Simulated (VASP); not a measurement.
A run of VASP 6.6.1 is set up as follows.

POSCAR

```
HgTe
1.0
    0.0000000000      3.3806369703      3.3806369703
    3.3806369703      0.0000000000      3.3806369703
    3.3806369703      3.3806369703      0.0000000000
Hg Te
1 1
Direct
    0.0000000000      0.0000000000      0.0000000000
    0.2500000000      0.2500000000      0.2500000000
```

The input INCAR.step1:

```
SYSTEM = HgTe
  PREC = Accurate
  ENCUT = 520
  ISMEAR = -1
  SIGMA = 0.02
  LREAL = .FALSE.
  LASPH = .TRUE.
  NELM = 100
  NBANDS = 16
  GGA = PE
  ALGO = Normal
  EDIFF = 1E-4
  LWAVE = .TRUE.
  LCHARG = .FALSE.
```

INCAR.step2

```
SYSTEM = HgTe
  PREC = Accurate
  ENCUT = 520
  EDIFF = 1E-6
  ISMEAR = -1
  SIGMA = 0.02
  LREAL = .FALSE.
  LASPH = .TRUE.
  NELM = 100
  ALGO = Normal
  ISIF = 2
  LWAVE = .FALSE.
  LCHARG = .FALSE.
  METAGGA = R2SCAN
  LMIXTAU = .TRUE.
  NBANDS = 16
  ISTART = 1
```

The input KPOINTS:

```
regular mesh
0
G
  6 6 6
  0 0 0
```

Potentials or basis: VASP PAW PBE potentials, release 64 (Hg, Te).

The run is started by

```console
$ cat potpaw_PBE.64/Hg/POTCAR potpaw_PBE.64/Te/POTCAR > POTCAR
$ cp INCAR.step1 INCAR
$ mpirun -np 1 vasp_std > vasp.out
$ cp INCAR.step2 INCAR
$ mpirun -np 1 vasp_std > vasp.out
```

Task: What does it give for the pressure?

Result: -2.7 GPa.

Task: Predict the band gap on the k mesh.

Result: Zero (filled and empty bands touch).

Caveat: the cell differs from its parent crystal (strain +2.8%); the PAW data sets were made with another functional, which shifts forces and pressure a little; spin-orbit coupling is left out, which moves the levels of the heavy elements.
